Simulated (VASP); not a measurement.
Input of a VASP 6.6.1 run:

Contents of INCAR:

```
ALGO     = Normal         # electronic algorithm
EDIFF    = 1E-6           # SCF threshold, eV
ENCUT    = 500            # plane-wave cutoff, eV
GGA      = PS             # functional
GGA_COMPAT= F            
ISIF     = 2              # what is computed and relaxed
ISMEAR   = 0              # smearing method
LASPH    = T              # aspherical terms in the spheres
LCHARG   = F              # write CHGCAR
LREAL    = F              # projectors in reciprocal space
LWAVE    = F              # write WAVECAR
NBANDS   = 14             # bands
NELM     = 120            # most SCF steps
PREC     = Accurate       # precision mode
SIGMA    = 0.15           # smearing width, eV
```

Contents of KPOINTS:

```
k-points
0
Gamma
  8 8 8
```

Contents of POSCAR:

```
AlPt
1.0
    3.0915500000      0.0000000000      0.0000000000
    0.0000000000      3.0915500000      0.0000000000
    0.0000000000      0.0000000000      3.0915500000
Al Pt
1 1
Direct
    0.0000000000      0.0000000000      0.0000000000
    0.5000000000      0.5000000000      0.5000000000
```

Potentials or basis: VASP PAW PBE potentials, release 64 (Al, Pt).

Command:

```sh
$ cat potpaw_PBE.64/Al/POTCAR potpaw_PBE.64/Pt/POTCAR > POTCAR
$ mpirun -np 1 vasp_std > vasp.out
```

Task: Estimate the pressure.

Result: -5.8 GPa.

Caveat: the PAW data sets were made with another functional, which shifts forces and pressure a little.
